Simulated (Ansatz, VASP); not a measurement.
# PtSe2 in VASP and in Ansatz

```
Pt Se
1.0
     3.75512    0.00000    0.00000
    -1.87756    3.25203    0.00000
     0.00000    0.00000    6.22513
Pt Se
1 2
Direct
  0.00000 0.00000 0.00000
  0.33333 0.66667 0.20964
  0.66667 0.33333 0.79036
```

Alike in both runs: functional PBE; k mesh 10 × 10 × 7; no spin polarisation.

Ansatz relaxed the structure, and its values are those at the end. VASP's run is a single point on that final structure, the one shown.

```csv
,VASP,Ansatz
version,VASP 6.6.1,Ansatz 0.2.0
potentials or method,"VASP PAW PBE potentials, release 64 (Pt, Se)","plane waves, PAW"
plane-wave cutoff (eV),520,420
occupations,"fermi-dirac, width 0.1 eV",fermi-dirac
valence electrons in the cell,22,50
```

VASP gave:

```
pressure (GPa)                     : 0.0
rms of the force components (eV/Å) : 0.003
```

What did Ansatz give for the same quantities?

Pressure (GPa): 0.0; rms of the force components (eV/Å): 0.002.

VASP's potentials hold 22 valence electrons a cell and Ansatz's 50, so a difference there can come from the potentials and not from the codes.

Spin-orbit coupling is off throughout.
